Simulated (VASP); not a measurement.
The system is AlGaAs2.

```
Al Ga As
1.0
     1.78763    1.03209    5.83837
    -1.78763    1.03209    5.83837
     0.00000   -2.06418    5.83837
Al Ga As
1 1 2
Direct
  0.00000 0.00000 0.00000
  0.50000 0.50000 0.50000
  0.25000 0.25000 0.25000
  0.75000 0.75000 0.75000
```

```yaml
Program: VASP 6.6.1
Task: relaxation of cell and atoms
Functional: PBE
Potentials_or_basis: VASP PAW PBE potentials, release 64 (Al, Ga_d, As)
Cutoff: 600 eV
k_mesh: 8 × 8 × 8
Occupations: fermi-dirac, width 0.02 eV
Spin: no spin polarisation
```

At the start: pressure 19.6 GPa; volume 16.16 Å³/atom.

**Question.** How do energy, volume and symmetry change on relaxing?

**Answer.** Over 27 steps the energy falls by 167.5 meV/atom and the volume is 19.30 Å³/atom (+19.4 %); space group R-3m (No. 166, to 0.05 Å).

The path:
```tsv
step	energy change (eV)	largest force (eV/Å)	pressure (GPa)	volume (Å³)
1	0.0000	0.4435	19.58	64.63
2	-0.5000	0.3109	-5.80	84.92
3	-0.6540	0.3160	-0.08	77.04
4	-0.6539	0.3154	-0.30	77.31
5	-0.6618	0.2181	-0.26	77.27
6	-0.6689	0.0010	0.03	77.19
7	-0.6689	0.0056	-0.02	77.19
8	-0.6690	0.0063	0.00	77.16
9	-0.6693	0.0086	0.09	77.07
10	-0.6696	0.0050	0.28	76.89
11	-0.6696	0.0064	0.30	76.92
12	-0.6696	0.0062	0.26	76.92
13	-0.6697	0.0058	0.26	76.93
14	-0.6697	0.0048	0.27	76.94
15	-0.6697	0.0025	0.25	76.97
16	-0.6697	0.0042	0.25	76.95
17	-0.6698	0.0046	0.21	76.98
18	-0.6699	0.0058	0.17	77.04
19	-0.6699	0.0083	0.03	77.18
20	-0.6699	0.0085	0.01	77.19
21	-0.6699	0.0085	0.02	77.19
22	-0.6699	0.0088	-0.02	77.20
23	-0.6699	0.0082	0.00	77.20
24	-0.6699	0.0060	0.05	77.18
25	-0.6699	0.0055	0.04	77.18
26	-0.6699	0.0043	0.04	77.18
27	-0.6700	0.0016	0.01	77.19
```

Final structure:
```
CELL_PARAMETERS angstrom
1.90024 1.09711 6.17067
-1.90024 1.09711 6.17067
0.00000 -2.19421 6.17067
ATOMIC_POSITIONS crystal
Al 0.00000 0.00000 0.00000
Ga 0.50000 0.50000 0.50000
As 0.25350 0.25350 0.25350
As 0.74650 0.74650 0.74650
```

Caveat: the volume moved by over 15 % at a fixed basis, so the end points are rough.
